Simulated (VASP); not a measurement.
Wanted: the native input for a VASP 6.6.1 run.

```yaml
Task: relaxation of cell and atoms
Functional: LDA
Potentials_or_basis: VASP PAW LDA potentials, release 64 (Cs_sv)
Cutoff: 500 eV
k_mesh: 12 × 12 × 12
Occupations: fermi-dirac, width 0.05 eV
Spin: no spin polarisation
Target_pressure: 5 GPa
Dipole_correction: no
Further_INCAR_settings: ALGO = Normal; EDIFF = 1e-07; IBRION = 2; EDIFFG = -0.005; NSW = 60; ISIF = 3
```

The structure of Cs lies in POSCAR:

```
Cs
1.0
    0.0000000000      2.7038512940      2.7038512940
    2.7038512940      0.0000000000      2.7038512940
    2.7038512940      2.7038512940      0.0000000000
Cs
1
Direct
    0.0000000000      0.0000000000      0.0000000000
```

This isn't the form of Cs at room conditions, which is bcc.

These files were run (other wordings do the same):

INCAR

```
SYSTEM = Cs
PREC = Accurate
ENCUT = 500
EDIFF = 1E-7
ISMEAR = -1
SIGMA = 0.05
LREAL = .False.
LASPH = .True.
NELM = 120
ALGO = Normal
ISIF = 3
LWAVE = .False.
LCHARG = .False.
GGA = CA
IBRION = 2
NSW = 60
EDIFFG = -0.005
PSTRESS = 50.0
GGA_COMPAT = .False.
NELMIN = 4
```

KPOINTS

```
regular mesh
0
Gamma
  12 12 12
  0 0 0
```

Potentials or basis: VASP PAW LDA potentials, release 64 (Cs_sv).

Run with:

```console
$ cat potpaw_LDA.64/Cs_sv/POTCAR > POTCAR
$ mpirun -np 1 vasp_std > vasp.out
```

It gave:

| Item | Value |
| --- | --- |
| Relaxed volume | 39.75 Å³/atom |
| Relaxed cell | a = 3.831 Å, b = 3.831 Å, c = 3.831 Å, α = 60.00°, β = 60.00°, γ = 60.00° |
| Space group after relaxing (to 0.1 Å) | Fm-3m (No. 225) |
| Energy change on relaxing (the run minimises the enthalpy) | -6.6 meV/atom |
| Ionic steps | 3 |
| Pressure after relaxing | 5.0 GPa |
| Band gap on the k mesh | zero (an odd number of electrons rules out a gap without spin polarisation) |

Caveat: the cell is relaxed towards a set pressure, so the run minimises the enthalpy, not the energy; spin-orbit coupling is left out, which moves the levels of the heavy elements.

Run time: 69 s on 1 thread of Intel Xeon 8259CL, with other jobs on the host, peak memory 0.16 GiB.
